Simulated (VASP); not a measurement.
# ZnAu in VASP: a series of runs

ZnAu is run at these levels: PBE; tasks: single point.

Program: VASP 6.6.1. These are calculated values, not measurements. Logs are shortened: lines on timing, memory, paths and dates and some standing lists are left out, and cuts for length are marked.

## (1) The cell of the first run

Symmetry: P4mm, No. 99, tetragonal system. Conventional cell: a = 3.244 Å, b = 3.244 Å, c = 3.197 Å, α = 90.00°, β = 90.00°, γ = 90.00°. Zn (site symmetry 4mm) has 8 Au at 2.69 to 2.92 Å and 6 Zn at 3.20 to 3.24 Å within 3.5 Å. Within 3.5 Å of Au (site symmetry 4mm) lie 8 Zn at 2.69 to 2.92 Å and 6 Au at 3.20 to 3.24 Å.

## (2) Single point, PBE (strained and its atoms moved)

INCAR reads:

```
SYSTEM = ZnAu
  ALGO = Normal
  EDIFF = 1E-6
  ENCUT = 520
  GGA = PE
  ISIF = 2
  ISMEAR = 0
  LASPH = .True.
  LCHARG = .False.
  LREAL = .False.
  LWAVE = .False.
  NBANDS = 18
  NELM = 60
  PREC = Accurate
  SIGMA = 0.1
```

KPOINTS reads:

```
k-points
0
Gamma
  12 12 12
  0 0 0
```

POSCAR reads:

```
ZnAu
1.0
    3.2444625900      0.0000000000      0.0000000000
    0.0000000000      3.1972575900      0.0000000000
    0.0000000000      0.0000000000      3.2444625900
Zn Au
1 1
Direct
    0.5000000000      0.4682237051      0.5000000000
    0.0000000000      0.0317762949      0.0000000000
```

Potentials or basis: VASP PAW PBE potentials, release 64 (Zn, Au).

Launch:

```bash
$ cat potpaw_PBE.64/Zn/POTCAR potpaw_PBE.64/Au/POTCAR > POTCAR
$ mpirun -np 1 vasp_std > vasp.out
```

OUTCAR:

```text
SYSTEM = ZnAu
   EDIFF = 1E-6
   ENCUT = 520
   GGA = PE
   ISIF = 2
   ISMEAR = 0
   LASPH = .True.
   LREAL = .False.
   NELM = 60
   PREC = Accurate

 ion  position               nearest neighbor table
   1  0.500  0.468  0.500-   2 2.69   2 2.69   2 2.69   2 2.69   2 2.92   2 2.92   2 2.92   2 2.92

   2  0.000  0.032  0.000-   1 2.69   1 2.69   1 2.69   1 2.69   1 2.92   1 2.92   1 2.92   1 2.92

  LATTYP: Found a simple tetragonal cell.
 ALAT       =     3.2444625900
 C/A-ratio  =     0.9854505951

  Lattice vectors:

 A1 = (  -3.2444625900,   0.0000000000,   0.0000000000)
 A2 = (   0.0000000000,   0.0000000000,   3.2444625900)
 A3 = (   0.0000000000,   3.1972575900,   0.0000000000)

Analysis of symmetry for initial positions (statically):
=====================================================================
 Subroutine PRICEL returns:
 Original cell was already a primitive cell.

 Routine SETGRP: Setting up the symmetry group for a
 simple tetragonal supercell.

 Subroutine GETGRP returns: Found  8 space group operations
 (whereof  8 operations were pure point group operations)
 out of a pool of 16 trial point group operations.

The static configuration has the point symmetry C_4v.

Analysis of symmetry for dynamics (positions and initial velocities):
=====================================================================
 Subroutine PRICEL returns:
 Original cell was already a primitive cell.

 Routine SETGRP: Setting up the symmetry group for a
 simple tetragonal supercell.

 Subroutine GETGRP returns: Found  8 space group operations
 (whereof  8 operations were pure point group operations)
 out of a pool of 16 trial point group operations.

The dynamic configuration has the point symmetry C_4v.

 Subroutine INISYM returns: Found  8 space group operations
 (whereof  8 operations are pure point group operations),
 and found     1 'primitive' translations

----------------------------------------------------------------------------------------

                                     Primitive cell

  volume of cell :      33.6561

  direct lattice vectors                    reciprocal lattice vectors
     3.244462590  0.000000000  0.000000000     0.308217454  0.000000000  0.000000000
     0.000000000  3.197257590  0.000000000     0.000000000  0.312768043  0.000000000
[... 68 lines left out ...]
   number of dos      NEDOS =    301   number of ions     NIONS =      2
   total plane-waves  NPLWV =  13824
   dimension x,y,z NGX =    24 NGY =   24 NGZ =   24
   dimension x,y,z NGXF=    48 NGYF=   48 NGZF=   48
   ions per type =               1   1
   NGX,Y,Z   is equivalent  to a cutoff of  12.30, 12.48, 12.30 a.u.
   NGXF,Y,Z  is equivalent  to a cutoff of  24.60, 24.96, 24.60 a.u.
 SYSTEM =  ZnAu
   PREC   = accura    normal or accurate (medium, high low for compatibility)
   ISTART =      0    job   : 0-new  1-cont  2-samecut
   ICHARG =      2    charge: 1-file 2-atom 10-const
   ISPIN  =      1    spin polarized calculation?
   LNONCOLLINEAR =      F non collinear calculations
   LSORBIT =      F    spin-orbit coupling
   LASPH  =      T    aspherical Exc in radial PAW
   ENCUT  =  520.0 eV  38.22 Ry    6.18 a.u.   6.03  5.94  6.03*2*pi/ulx,y,z
   NELM   =     60;   NELMIN=  2; NELMDL= -5     # of ELM steps
   EDIFF  = 0.1E-05   stopping-criterion for ELM
   LREAL  =      F    real-space projection
[... 7 lines left out ...]
   TEBEG  =    0.0;   TEEND  =   0.0 temperature during run
   PSTRESS=    0.0 pullay stress
   NELECT =      23.0000    total number of electrons
   NUPDOWN=      -1.0000    fix difference up-down
   EMIN   =  10.00;   EMAX   =-10.00  energy-range for DOS
   EFERMI =   0.00;   METHOD = LEGACY
   ISMEAR =     0;   SIGMA  =   0.10  broadening in eV -4-tet -1-fermi 0-gaus
   EFERMI_NEDOS =   21; number of points for ismear=-14 and -15
   IALGO  =     38    algorithm
   IMIX   =      4    mixing-type and parameters
     AMIX     =   0.40;   BMIX     =  1.00
     AMIX_MAG =   1.60;   BMIX_MAG =  1.00
  volume/ion in A,a.u.               =      16.83       113.56
  Fermi-wavevector in a.u.,A,eV,Ry     =   1.441993  2.724971 28.291177  2.079343
  Thomas-Fermi vector in A             =   2.560563
   LORBIT       =      0    0 simple, 1 ext, 2 COOP (PROOUT), +10 PAW based schemes
   GGA     = PE    functional components
   LHFCALC =     F    Hartree Fock is set to
   AEXX    =    0.0000 exact exchange contribution
   IVDW    =     0    specifies the selected vdW correction
   LEPSILON=     F    determine dielectric tensor
   LRPA    =     F    only Hartree local field effects (RPA)
 non-spin polarized calculation
 Gauss-broadening in eV      SIGMA  =   0.10
  energy-cutoff  :      520.00
  volume of cell :       33.66
 maximum number of plane-waves:       930
   NGX = 13   NGY = 11   NGZ = 13

 number of electron      22.9999994 magnetization

 Free energy of the ion-electron system (eV)
  ---------------------------------------------------
  ext. energy  EPLUGINS =         0.00000000
  ---------------------------------------------------
  free energy    TOTEN  =        -4.69116341 eV

  energy without entropy =       -4.68841804  energy(sigma->0) =       -4.68979073

 E-fermi :   6.2137     XC(G=0): -11.9336

 val. band max:        6.2125711725   @ k =   0.5000   0.4167   0.2500
 cond. band min:       6.2151013782   @ k =   0.5000   0.2500   0.4167
 fundamental gap:      0.0025302057
 Fermi energy:         6.2136840391

 k-point     1 :       0.0000    0.0000    0.0000
  band No.  band energies     occupation
      1      -3.7467      2.00000
      2      -1.6431      2.00000
      3      -1.5883      2.00000
      4      -1.1229      2.00000
      5      -1.0636      2.00000
      6      -1.0636      2.00000
[... 481 lines left out ...]
      5      -1.0376      2.00000
      6      -1.0363      2.00000
[... 10 lines left out ...]
     17      19.9526      0.00000
     18      21.8738      0.00000

 [... further k-points ...]
[... 5 lines left out ...]
  --------------------------------------------------------------------------------------
  -------------------------------------------------------------------------------------
  Total       -0.4812407     -0.5993608     -0.4812407      0.0000000      0.0000000      0.0000000
  in kB      -22.9091894    -28.5322304    -22.9091894      0.0000000      0.0000000      0.0000000
  external PRESSURE =     -24.7835364 kB  Pullay stress =       0.0000000 kB

 VOLUME and BASIS-vectors are now :
 -----------------------------------------------------------------------------
  energy-cutoff  :      520.00
  volume of cell :       33.66
      direct lattice vectors                 reciprocal lattice vectors
     3.244462590  0.000000000  0.000000000     0.308217454  0.000000000  0.000000000
     0.000000000  3.197257590  0.000000000     0.000000000  0.312768043  0.000000000
     0.000000000  0.000000000  3.244462590     0.000000000  0.000000000  0.308217454

 POSITION                                       TOTAL-FORCE (eV/Angst)
 -----------------------------------------------------------------------------------
      1.62223      1.49703      1.62223         0.000000      0.454684     -0.000000
      0.00000      0.10160      0.00000         0.000000     -0.454684      0.000000
 -----------------------------------------------------------------------------------
    total drift:                                0.000000     -0.000259      0.000004

  FREE ENERGIE OF THE ION-ELECTRON SYSTEM (eV)
  ---------------------------------------------------
  free  energy   TOTEN  =        -4.6911634135 eV

  energy  without entropy=       -4.6884180422  energy(sigma->0) =       -4.68979073
```

OSZICAR:

```text
N       E                     dE             d eps       ncg     rms          rms(c)
DAV:   1     0.135891120901E+03    0.13589E+03   -0.11406E+04  7152   0.162E+03
DAV:   2     0.773587990555E+00   -0.13512E+03   -0.12850E+03  7162   0.317E+02
DAV:   3    -0.506024837884E+01   -0.58338E+01   -0.57928E+01  7694   0.714E+01
DAV:   4    -0.511250588159E+01   -0.52258E-01   -0.52240E-01  7620   0.600E+00
DAV:   5    -0.511308450937E+01   -0.57863E-03   -0.57862E-03  7550   0.681E-01    0.711E+00
DAV:   6    -0.472156077284E+01    0.39152E+00   -0.11866E+00  7564   0.118E+01    0.467E+00
DAV:   7    -0.469890268623E+01    0.22658E-01   -0.28246E-02  9324   0.322E+00    0.256E+00
DAV:   8    -0.469113931660E+01    0.77634E-02   -0.10860E-02  7410   0.104E+00    0.177E-01
DAV:   9    -0.469115509058E+01   -0.15774E-04   -0.40432E-04  8090   0.240E-01    0.799E-02
DAV:  10    -0.469116203155E+01   -0.69410E-05   -0.61740E-05  7436   0.709E-02    0.193E-02
DAV:  11    -0.469116371292E+01   -0.16814E-05   -0.65587E-06  7432   0.320E-02    0.737E-03
DAV:  12    -0.469116341352E+01    0.29941E-06   -0.38723E-07  3796   0.109E-02
   1 F= -.46911634E+01 E0= -.46897907E+01  d E =-.274537E-02
```

stdout:

```text
POSCAR found type information on POSCAR ZnAu
 POSCAR found :  2 types and       2 ions
 scaLAPACK will be used
 LDA part: xc-table for (Slater+PW92), standard interpolation
 POSCAR, INCAR and KPOINTS ok, starting setup
 FFT: planning ... GRIDC
 FFT: planning ... GRID_SOFT
 FFT: planning ... GRID
 WAVECAR not read
 entering main loop
```

Run time: 57 s. Hardware: 1 thread of Oxide Virtual Turin-like, shared host; peak memory 0.21 GiB.

What came out:

| Property | Result |
| --- | --- |
| Free energy | -4.6912 eV |
| Pressure | -2.5 GPa |
| Largest force | 0.455 eV/Å |
| Band gap on the k mesh | zero (an odd number of electrons rules out a gap without spin polarisation) |

Forces on the atoms (eV/Å):
```
Zn   0.000  0.455  0.000
Au   0.000 -0.455  0.000
```

Stress tensor (GPa, compression positive):
```
-2.29  0.00  0.00
 0.00 -2.85  0.00
 0.00  0.00 -2.29
```

Levels at points of the mesh, in eV from the Fermi level:
| k point | band 10 | band 11 | band 12 | band 13 | band 14 | band 15 |
| --- | --- | --- | --- | --- | --- | --- |
| (0.00, 0.00, 0.00) | -3.67 | -3.67 | 4.73 | 4.73 | 5.34 | 7.83 |
| (0.50, 0.00, 0.00) | -4.47 | -3.72 | -2.48 | 9.53 | 10.38 | 10.43 |
| (0.00, 0.50, 0.00) | -4.69 | -3.79 | -2.25 | 9.84 | 9.84 | 10.23 |
| (0.50, 0.50, 0.00) | -3.11 | -1.73 | -1.62 | 0.62 | 2.06 | 9.95 |
| (0.50, 0.00, 0.50) | -3.18 | -1.72 | -1.72 | 0.44 | 1.97 | 10.36 |
| (0.50, 0.50, 0.50) | -3.05 | 1.20 | 3.12 | 3.42 | 3.42 | 3.64 |

Caveat: the cell differs from its parent crystal (strained and its atoms moved); spin-orbit coupling is left out, which moves the levels of the heavy elements.

## (3) Single point, PBE (strained and its atoms moved)

INCAR reads:

```
SYSTEM = ZnAu
ALGO = Fast
EDIFF = 1E-6
ENCUT = 520
GGA = PE
ISIF = 2
ISMEAR = 0
LASPH = .TRUE.
LCHARG = .FALSE.
LREAL = .FALSE.
LWAVE = .FALSE.
NBANDS = 18
NELM = 60
PREC = Accurate
SIGMA = 0.1
```

KPOINTS reads:

```
k-points
0
G
  12 12 12
  0 0 0
```

POSCAR reads:

```
ZnAu
1.0
    3.0949800900      0.0000000000      0.0000000000
    0.0000000000      3.1899565500      0.0077730900
    0.0000000000      0.0077730900      2.9536483200
Zn Au
1 1
Direct
    0.5317762949      0.5000000000      0.5000000000
   -0.0317762949      0.0000000000      0.0000000000
```

Potentials or basis: VASP PAW PBE potentials, release 64 (Zn, Au).

Launch:

```bash
$ cat potpaw_PBE.64/Zn/POTCAR potpaw_PBE.64/Au/POTCAR > POTCAR
$ mpirun -np 1 vasp_std > vasp.out
```

Wall time 3.1 min (1 thread of Oxide Virtual Turin-like, shared host); peak memory 0.35 GiB.

Results (log left out):

| Quantity | Value |
| --- | --- |
| Free energy | -4.4908 eV |
| Pressure | 19.1 GPa |
| Largest force | 1.087 eV/Å |
| Band gap on the k mesh | zero (an odd number of electrons rules out a gap without spin polarisation) |

Forces in eV/Å, atoms in the order of the input:
```
Zn  -1.087  0.000  0.000
Au   1.087  0.000  0.000
```

Stress tensor (GPa, compression positive):
```
16.72  0.00  0.00
 0.00 19.82 -0.51
 0.00 -0.51 20.76
```

Levels at points of the mesh, in eV from the Fermi level:
| k point | band 10 | band 11 | band 12 | band 13 | band 14 | band 15 |
| --- | --- | --- | --- | --- | --- | --- |
| (0.00, 0.00, 0.00) | -3.93 | -3.92 | 3.94 | 5.07 | 6.37 | 9.16 |
| (0.50, 0.00, 0.00) | -5.03 | -4.11 | -2.53 | 9.81 | 9.91 | 11.43 |
| (0.00, 0.50, 0.00) | -4.98 | -4.01 | -3.03 | 9.53 | 10.76 | 11.84 |
| (0.50, 0.50, 0.00) | -3.55 | -2.65 | -2.52 | 0.50 | 2.45 | 11.81 |
| (0.00, 0.00, 0.50) | -5.13 | -4.22 | -1.90 | 9.81 | 10.70 | 10.84 |
| (0.50, 0.00, 0.50) | -3.20 | -2.09 | -2.09 | 1.48 | 3.07 | 10.00 |
| (0.00, 0.50, 0.50) | -3.35 | -2.35 | -2.18 | 1.17 | 2.87 | 10.85 |
| (0.50, 0.50, 0.50) | -3.12 | 1.57 | 3.41 | 3.58 | 3.78 | 4.09 |

Caveat: the cell differs from its parent crystal (strained and its atoms moved); the cell stands under pressure; spin-orbit coupling is left out, which moves the levels of the heavy elements; forces of over 1 eV/Å act on the atoms, so gaps and moduli don't describe the material at rest.
